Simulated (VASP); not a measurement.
A run of VASP 6.6.1 is set up as follows.

The input INCAR:

```
ALGO     = Fast           # electronic algorithm
EDIFF    = 1E-7           # SCF threshold, eV
ENCUT    = 520            # plane-wave cutoff, eV
GGA      = PE             # functional
ISIF     = 2              # what is computed and relaxed
ISMEAR   = 0              # smearing method
LASPH    = True           # aspherical terms in the spheres
LCHARG   = True           # write CHGCAR
LELF     = True           # ELF
LREAL    = False          # projectors in reciprocal space
LVHAR    = True         
LWAVE    = False          # write WAVECAR
NBANDS   = 18             # bands
NELM     = 80             # most SCF steps
PREC     = Accurate       # precision mode
SIGMA    = 0.1            # smearing width, eV
```

Contents of KPOINTS:

```
k-points
0
Gamma
  14 14 16
```

The input POSCAR:

```
Cu
1.0
    2.8920406084      0.0000000000      0.0000000000
    0.0000000000      2.8920406084      0.0000000000
    0.0000000000      0.0000000000      2.7922201216
Cu
2
Direct
    0.0000000000      0.0000000000      0.0000000000
    0.5000000000      0.5000000000      0.5000000000
```

Potentials or basis: VASP PAW PBE potentials, release 64 (Cu).

Command:

```console
$ cat potpaw_PBE.64/Cu/POTCAR > POTCAR
$ mpirun -np 1 vasp_std > vasp.out
```

Question: What does it give for the band gap on the k mesh?

Answer: Zero (band 11 reaches 14.11 eV, above the bottom of band 12 at 6.33 eV).

Question: Estimate the pressure.

Answer: 4.8 GPa.

Stress tensor (GPa, compression positive):
```
4.78 0.00 0.00
0.00 4.78 0.00
0.00 0.00 4.90
```

Caveat: the cell differs from its parent crystal (biaxial strain in the a-b plane: -2.0 %).
